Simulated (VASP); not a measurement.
Here is a VASP 6.6.1 calculation.

Contents of POSCAR:

```
GaN
1.0
    0.0000000000      2.0498986417      2.0498986417
    2.0498986417      0.0000000000      2.0498986417
    2.0498986417      2.0498986417      0.0000000000
Ga N
1 1
Direct
    0.5000000000      0.5000000000      0.5000000000
    0.0000000000      0.0000000000      0.0000000000
```

The input INCAR.step1:

```
  PREC = Accurate
  ENCUT = 520
  ISMEAR = 0
  SIGMA = 0.01
  LREAL = F
  LASPH = T
  NELM = 80
  NBANDS = 16
  GGA = PE
  ALGO = Normal
  EDIFF = 1E-4
  LWAVE = T
  LCHARG = F
```

The input INCAR.step2:

```
  PREC = Accurate
  ENCUT = 520
  EDIFF = 1E-6
  ISMEAR = 0
  SIGMA = 0.01
  LREAL = F
  LASPH = T
  NELM = 80
  ALGO = Normal
  ISIF = 2
  LWAVE = F
  LCHARG = T
  METAGGA = R2SCAN
  LMIXTAU = T
  LELF = T
  LVHAR = T
  NBANDS = 16
  ISTART = 1
```

File KPOINTS:

```
regular mesh
0
Gamma
  10 10 10
```

Potentials or basis: VASP PAW PBE potentials, release 64 (Ga_d, N).

Run with:

```bash
$ cat potpaw_PBE.64/Ga_d/POTCAR potpaw_PBE.64/N/POTCAR > POTCAR
$ cp INCAR.step1 INCAR
$ mpirun -np 1 vasp_std > vasp.out
$ cp INCAR.step2 INCAR
$ mpirun -np 1 vasp_std > vasp.out
```

Task: Predict the band gap on the k mesh.

Result: 1.77 eV (least direct gap 4.59 eV).

Task: Estimate the pressure.

Result: 26.6 GPa.

Caveat: the cell differs from its parent crystal (strain -2.8%); the cell stands under pressure; the PAW data sets were made with another functional, which shifts forces and pressure a little. A k mesh can miss the band edges.
